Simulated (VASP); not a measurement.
# K (Pm-3m) in VASP: single point with PBEsol

Aim: the single point of K with PBEsol.

Everything below comes from runs of VASP 6.6.1. Logs are shortened: lines on timing, memory, paths and dates and some standing lists are left out, and cuts for length are marked.

**1. The cell of the first run**

It takes space group Pm-3m (No. 221, cubic). Conventional cell: a = 4.255 Å, b = 4.255 Å, c = 4.255 Å, α = 90.00°, β = 90.00°, γ = 90.00°. K (site symmetry m-3m) has 6 K at 4.25 Å within 5.6 Å.

**2. Single point, PBEsol**

INCAR reads:

```
SYSTEM = K
PREC = Accurate
ENCUT = 520
EDIFF = 1E-6
ISMEAR = -1
SIGMA = 0.1
LREAL = .FALSE.
LASPH = .TRUE.
NELM = 100
ALGO = Normal
ISIF = 2
LWAVE = .FALSE.
LCHARG = .TRUE.
GGA = PS
LELF = .TRUE.
LVHAR = .TRUE.
NBANDS = 10
```

KPOINTS reads:

```
Automatic mesh
0
G
  9 9 9
  0 0 0
```

POSCAR reads:

```
K
1.0
    4.2548519443      0.0000000000      0.0000000000
    0.0000000000      4.2548519443      0.0000000000
    0.0000000000      0.0000000000      4.2548519443
K
1
Direct
    0.0000000000      0.0000000000      0.0000000000
```

Potentials or basis: VASP PAW PBE potentials, release 64 (K_sv).

Command:

```bash
$ cat potpaw_PBE.64/K_sv/POTCAR > POTCAR
$ mpirun -np 1 vasp_std > vasp.out
```

OUTCAR:

```text
SYSTEM = K
   PREC = Accurate
   ENCUT = 520
   EDIFF = 1E-6
   ISMEAR = -1
   LREAL = .FALSE.
   LASPH = .TRUE.
   NELM = 100
   ISIF = 2
   GGA = PS

 ion  position               nearest neighbor table
   1  0.000  0.000  0.000-

  LATTYP: Found a simple cubic cell.
 ALAT       =     4.2548519443

  Lattice vectors:

 A1 = (   4.2548519443,   0.0000000000,   0.0000000000)
 A2 = (   0.0000000000,   4.2548519443,   0.0000000000)
 A3 = (   0.0000000000,   0.0000000000,   4.2548519443)

Analysis of symmetry for initial positions (statically):
=====================================================================
 Subroutine PRICEL returns:
 Original cell was already a primitive cell.

 Routine SETGRP: Setting up the symmetry group for a
 simple cubic supercell.

 Subroutine GETGRP returns: Found 48 space group operations
 (whereof 48 operations were pure point group operations)
 out of a pool of 48 trial point group operations.

The static configuration has the point symmetry O_h .

Analysis of symmetry for dynamics (positions and initial velocities):
=====================================================================
 Subroutine PRICEL returns:
 Original cell was already a primitive cell.

 Routine SETGRP: Setting up the symmetry group for a
 simple cubic supercell.

 Subroutine GETGRP returns: Found 48 space group operations
 (whereof 48 operations were pure point group operations)
 out of a pool of 48 trial point group operations.

The dynamic configuration has the point symmetry O_h .

 Subroutine INISYM returns: Found 48 space group operations
 (whereof 48 operations are pure point group operations),
 and found     1 'primitive' translations

----------------------------------------------------------------------------------------

                                     Primitive cell

  volume of cell :      77.0288

  direct lattice vectors                    reciprocal lattice vectors
     4.254851944  0.000000000  0.000000000     0.235025804  0.000000000  0.000000000
     0.000000000  4.254851944  0.000000000     0.000000000  0.235025804  0.000000000
     0.000000000  0.000000000  4.254851944     0.000000000  0.000000000  0.235025804

  length of vectors
     4.254851944  4.254851944  4.254851944     0.235025804  0.235025804  0.235025804

  position of ions in fractional coordinates (direct lattice)
     0.000000000  0.000000000  0.000000000

  ion indices of the primitive-cell ions
   primitive index   ion index
                 1           1

----------------------------------------------------------------------------------------

 KPOINTS: Automatic mesh

Automatic generation of k-mesh.
 Grid dimensions read from file:
 generate k-points for:    9    9    9

 Generating k-lattice:

  Cartesian coordinates                     Fractional coordinates (reciprocal lattice)
     0.026113978  0.000000000  0.000000000     0.111111111  0.000000000  0.000000000
     0.000000000  0.026113978  0.000000000     0.000000000  0.111111111  0.000000000
     0.000000000  0.000000000  0.026113978     0.000000000  0.000000000  0.111111111

  Length of vectors
     0.026113978  0.026113978  0.026113978

  Shift w.r.t. Gamma in fractional coordinates (k-lattice)
     0.000000000  0.000000000  0.000000000

 Subroutine IBZKPT returns following result:
 ===========================================

 Found     35 irreducible k-points:

 Following reciprocal coordinates:
            Coordinates               Weight
  0.000000  0.000000  0.000000      1.000000
  0.111111  0.000000  0.000000      6.000000
  0.222222  0.000000  0.000000      6.000000
  0.333333  0.000000  0.000000      6.000000
  0.444444  0.000000  0.000000      6.000000
  0.111111  0.111111  0.000000     12.000000
[... 16 lines left out ...]
  0.333333  0.333333  0.111111     24.000000
  0.444444  0.333333  0.111111     48.000000
 [... further k-points ...]
   k-points           NKPTS =     35   k-points in BZ     NKDIM =     35   number of bands    NBANDS=     10
   number of dos      NEDOS =    301   number of ions     NIONS =      1
   total plane-waves  NPLWV =  32768
   dimension x,y,z NGX =    32 NGY =   32 NGZ =   32
   dimension x,y,z NGXF=    64 NGYF=   64 NGZF=   64
   ions per type =               1
   NGX,Y,Z   is equivalent  to a cutoff of  12.50, 12.50, 12.50 a.u.
   NGXF,Y,Z  is equivalent  to a cutoff of  25.01, 25.01, 25.01 a.u.
 SYSTEM =  K
   PREC   = accura    normal or accurate (medium, high low for compatibility)
   ISTART =      0    job   : 0-new  1-cont  2-samecut
   ICHARG =      2    charge: 1-file 2-atom 10-const
   ISPIN  =      1    spin polarized calculation?
   LNONCOLLINEAR =      F non collinear calculations
   LSORBIT =      F    spin-orbit coupling
   LASPH  =      T    aspherical Exc in radial PAW
   ENCUT  =  520.0 eV  38.22 Ry    6.18 a.u.   7.91  7.91  7.91*2*pi/ulx,y,z
   NELM   =    100;   NELMIN=  2; NELMDL= -5     # of ELM steps
   EDIFF  = 0.1E-05   stopping-criterion for ELM
   LREAL  =      F    real-space projection
   EDIFFG = 0.1E-04   stopping-criterion for IOM
   NSW    =      0    number of steps for IOM
   IBRION =     -1    ionic relax: 0-MD 1-quasi-New 2-CG
   NFREE  =      0    steps in history (QN), initial steepest desc. (CG)
   ISIF   =      2    stress and relaxation
   ISYM   =      2    0-nonsym 1-usesym 2-fastsym
   POTIM  = 0.5000    time-step for ionic-motion
   TEBEG  =    0.0;   TEEND  =   0.0 temperature during run
   PSTRESS=    0.0 pullay stress
   NELECT =       9.0000    total number of electrons
   NUPDOWN=      -1.0000    fix difference up-down
   EMIN   =  10.00;   EMAX   =-10.00  energy-range for DOS
   EFERMI =   0.00;   METHOD = LEGACY
   ISMEAR =    -1;   SIGMA  =   0.10  broadening in eV -4-tet -1-fermi 0-gaus
   EFERMI_NEDOS =   21; number of points for ismear=-14 and -15
   IALGO  =     38    algorithm
   IMIX   =      4    mixing-type and parameters
     AMIX     =   0.40;   BMIX     =  1.00
     AMIX_MAG =   1.60;   BMIX_MAG =  1.00
  volume/ion in A,a.u.               =      77.03       519.82
  Fermi-wavevector in a.u.,A,eV,Ry     =   0.800334  1.512412  8.714999  0.640534
  Thomas-Fermi vector in A             =   1.907610
   LORBIT       =      0    0 simple, 1 ext, 2 COOP (PROOUT), +10 PAW based schemes
   GGA     = PS    functional components
   LHFCALC =     F    Hartree Fock is set to
   AEXX    =    0.0000 exact exchange contribution
   IVDW    =     0    specifies the selected vdW correction
   LEPSILON=     F    determine dielectric tensor
   LRPA    =     F    only Hartree local field effects (RPA)
 non-spin polarized calculation
  energy-cutoff  :      520.00
  volume of cell :       77.03
 maximum number of plane-waves:      2103
 NGX is ok and might be reduce to    32
   NGX = 15   NGY = 15   NGZ = 15

 number of electron       8.9999998 magnetization

 Free energy of the ion-electron system (eV)
  ---------------------------------------------------
  ext. energy  EPLUGINS =         0.00000000
  ---------------------------------------------------
  free energy    TOTEN  =        -1.03750526 eV

  energy without entropy =       -1.01021781  energy(sigma->0) =       -1.02386153

 E-fermi :  -0.2478     XC(G=0):  -5.5768

 val. band max:       -0.2933611444   @ k =   0.3333   0.3333   0.1111
 cond. band min:      -0.1924624987   @ k =   0.4444   0.2222   0.0000
 fundamental gap:      0.1008986457
 Fermi energy:        -0.2478191223

 k-point     1 :       0.0000    0.0000    0.0000
  band No.  band energies     occupation
      1     -32.4258      2.00000
      2     -15.9236      2.00000
      3     -15.9236      2.00000
      4     -15.9236      2.00000
      5      -2.3398      2.00000
      6       2.6541      0.00000
      7       2.6541      0.00000
      8       6.0084      0.00000
      9       6.0091      0.00000
     10       6.0098      0.00000

 k-point     2 :       0.1111    0.0000    0.0000
  band No.  band energies     occupation
      1     -32.4252      2.00000
      2     -15.9349      2.00000
      3     -15.9226      2.00000
      4     -15.9226      2.00000
      5      -2.2222      2.00000
      6       2.5364      0.00000
      7       2.7124      0.00000
      8       5.5172      0.00000
      9       5.5172      0.00000
     10       5.8083      0.00000

 k-point     3 :       0.2222    0.0000    0.0000
  band No.  band energies     occupation
      1     -32.4238      2.00000
      2     -15.9636      2.00000
      3     -15.9202      2.00000
      4     -15.9202      2.00000
      5      -1.8771      2.00000
      6       2.0549      0.00000
      7       2.8728      0.00000
      8       5.0253      0.00000
      9       5.0253      0.00000
     10       5.5302      0.00000

 k-point     4 :       0.3333    0.0000    0.0000
  band No.  band energies     occupation
      1     -32.4221      2.00000
      2     -15.9959      2.00000
      3     -15.9174      2.00000
      4     -15.9174      2.00000
      5      -1.3256      1.99996
      6       1.2203      0.00000
      7       3.0841      0.00000
      8       4.6712      0.00000
      9       4.6712      0.00000
     10       5.8678      0.00000

 k-point     5 :       0.4444    0.0000    0.0000
  band No.  band energies     occupation
      1     -32.4210      2.00000
      2     -16.0168      2.00000
      3     -15.9156      2.00000
      4     -15.9156      2.00000
      5      -0.6033      1.94441
      6       0.2949      0.00875
      7       3.2458      0.00000
      8       4.4866      0.00000
      9       4.4866      0.00000
     10       6.1579      0.00000

 k-point     6 :       0.1111    0.1111    0.0000
  band No.  band energies     occupation
      1     -32.4247      2.00000
      2     -15.9344      2.00000
      3     -15.9334      2.00000
      4     -15.9216      2.00000
      5      -2.1054      2.00000
      6       2.5449      0.00000
      7       2.6679      0.00000
      8       4.9504      0.00000
      9       5.3973      0.00000
     10       5.8514      0.00000

 k-point     7 :       0.2222    0.1111    0.0000
  band No.  band energies     occupation
      1     -32.4232      2.00000
      2     -15.9625      2.00000
      3     -15.9313      2.00000
      4     -15.9192      2.00000
      5      -1.7629      2.00000
      6       2.1311      0.00000
      7       2.7994      0.00000
      8       4.5201      0.00000
      9       5.0371      0.00000
     10       5.8514      0.00000

 k-point     8 :       0.3333    0.1111    0.0000
  band No.  band energies     occupation
      1     -32.4215      2.00000
      2     -15.9946      2.00000
      3     -15.9284      2.00000
      4     -15.9165      2.00000
      5      -1.2155      1.99987
      6       1.3049      0.00000
      7       3.0386      0.00000
      8       4.3161      0.00000
      9       4.7095      0.00000
     10       5.9284      0.00000

 k-point     9 :       0.4444    0.1111    0.0000
  band No.  band energies     occupation
      1     -32.4204      2.00000
      2     -16.0154      2.00000
      3     -15.9265      2.00000
      4     -15.9147      2.00000
      5      -0.4955      1.84496
      6       0.3813      0.00370
      7       3.2523      0.00000
      8       4.1412      0.00000
      9       4.5310      0.00000
     10       5.9172      0.00000
[... 118 lines left out ...]
 k-point    19 :       0.4444    0.1111    0.1111
  band No.  band energies     occupation
      1     -32.4199      2.00000
      2     -16.0140      2.00000
      3     -15.9260      2.00000
      4     -15.9251      2.00000
      5      -0.3903      1.61219
      6       0.4699      0.00153
      7       3.2733      0.00000
      8       4.0112      0.00000
      9       4.3982      0.00000
     10       5.6134      0.00000

 k-point    20 :       0.2222    0.2222    0.1111
  band No.  band energies     occupation
      1     -32.4212      2.00000
      2     -15.9596      2.00000
      3     -15.9572      2.00000
      4     -15.9278      2.00000
      5      -1.3184      1.99996
      6       2.3651      0.00000
      7       2.4898      0.00000
      8       3.9562      0.00000
      9       4.6547      0.00000
     10       5.1311      0.00000

 k-point    21 :       0.3333    0.2222    0.1111
  band No.  band energies     occupation
      1     -32.4195      2.00000
      2     -15.9900      2.00000
      3     -15.9551      2.00000
      4     -15.9250      2.00000
      5      -0.7903      1.99123
      6       1.6345      0.00000
      7       2.7408      0.00000
      8       3.8953      0.00000
      9       4.3887      0.00000
     10       5.1120      0.00000

 k-point    22 :       0.4444    0.2222    0.1111
  band No.  band energies     occupation
      1     -32.4184      2.00000
      2     -16.0104      2.00000
      3     -15.9529      2.00000
      4     -15.9231      2.00000
      5      -0.0949      0.35629
      6       0.7374      0.00011
      7       3.1277      0.00000
      8       3.5513      0.00000
      9       4.4518      0.00000
     10       5.1148      0.00000

 k-point    23 :       0.3333    0.3333    0.1111
  band No.  band energies     occupation
      1     -32.4179      2.00000
      2     -15.9871      2.00000
      3     -15.9854      2.00000
      4     -15.9222      2.00000
      5      -0.2934      1.22385
      6       1.8969      0.00000
      7       2.1326      0.00000
      8       3.6223      0.00000
      9       4.4449      0.00000
     10       4.9174      0.00000

 k-point    24 :       0.4444    0.3333    0.1111
  band No.  band energies     occupation
      1     -32.4168      2.00000
      2     -16.0064      2.00000
      3     -15.9838      2.00000
      4     -15.9203      2.00000
      5       0.3360      0.00581
      6       1.1768      0.00000
      7       2.4992      0.00000
      8       3.1808      0.00000
      9       4.6055      0.00000
     10       4.8566      0.00000

 [... further k-points ...]
[... 5 lines left out ...]
  --------------------------------------------------------------------------------------
  -------------------------------------------------------------------------------------
  Total       -0.0176071     -0.0176071     -0.0176071     -0.0000000     -0.0000000      0.0000000
  in kB       -0.3662229     -0.3662229     -0.3662229     -0.0000000     -0.0000000      0.0000000
  external PRESSURE =      -0.3662229 kB  Pullay stress =       0.0000000 kB

 VOLUME and BASIS-vectors are now :
 -----------------------------------------------------------------------------
  energy-cutoff  :      520.00
  volume of cell :       77.03
      direct lattice vectors                 reciprocal lattice vectors
     4.254851944  0.000000000  0.000000000     0.235025804  0.000000000  0.000000000
     0.000000000  4.254851944  0.000000000     0.000000000  0.235025804  0.000000000
     0.000000000  0.000000000  4.254851944     0.000000000  0.000000000  0.235025804

 POSITION                                       TOTAL-FORCE (eV/Angst)
 -----------------------------------------------------------------------------------
      0.00000      0.00000      0.00000         0.000000      0.000000      0.000000
 -----------------------------------------------------------------------------------
    total drift:                               -0.000000      0.000000      0.000000

  FREE ENERGIE OF THE ION-ELECTRON SYSTEM (eV)
  ---------------------------------------------------
  free  energy   TOTEN  =        -1.0375052585 eV

  energy  without entropy=       -1.0102178056  energy(sigma->0) =       -1.02386153
```

Wall time 6.5 s (1 thread of Intel Xeon 6975P-C (Granite Rapids), shared host); peak memory 0.18 GiB.

Results:

```
Free energy : -1.0375 eV
Pressure    : 0.0 GPa
```

Caveat: the PAW data sets were made with another functional, which shifts forces and pressure a little.
